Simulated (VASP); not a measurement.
AlFe:

```xyz
4
Lattice="0.0000 2.9100 2.9100 2.9100 0.0000 0.0000 0.0000 2.9100 -2.9100" Properties=species:S:1:pos:R:3 pbc="T T T"
Al    0.0000    0.0000    0.0000
Al    0.0000    2.9100    0.0000
Fe    1.4550    1.4550    1.4550
Fe    1.4550    1.4550   -1.4550
```

Base run:

| Property | Result |
| --- | --- |
| Program | VASP 6.6.1 |
| Functional | PBE |
| Potentials or basis | VASP PAW PBE potentials, release 64 (Al, Fe) |
| Cutoff | 520 eV |
| k mesh | 7 × 10 × 7 |
| Occupations | fermi-dirac, width 0.1 eV |
| Spin | collinear spin, ferromagnetic start |
| Starting moments | [0.0, 0.0, 3.0, 3.0] μB |

Its results: pressure -5.7 GPa; net moment 1.44 μB per cell; site moments Al -0.03; Fe +0.77 μB.

Problem. The run is repeated on the same cell with these changes: spin from collinear spin, ferromagnetic start to collinear spin, antiferromagnetic start; moments at the start from [0.0, 0.0, 3.0, 3.0] to [0.0, 0.0, 3.0, -3.0]. What comes out?

Solution. Pressure -4.8 GPa; net moment 0.00 μB per cell; site moments Al +0.00; Fe +0.93, -0.93 μB.

Caveats: the cell stands under tension.
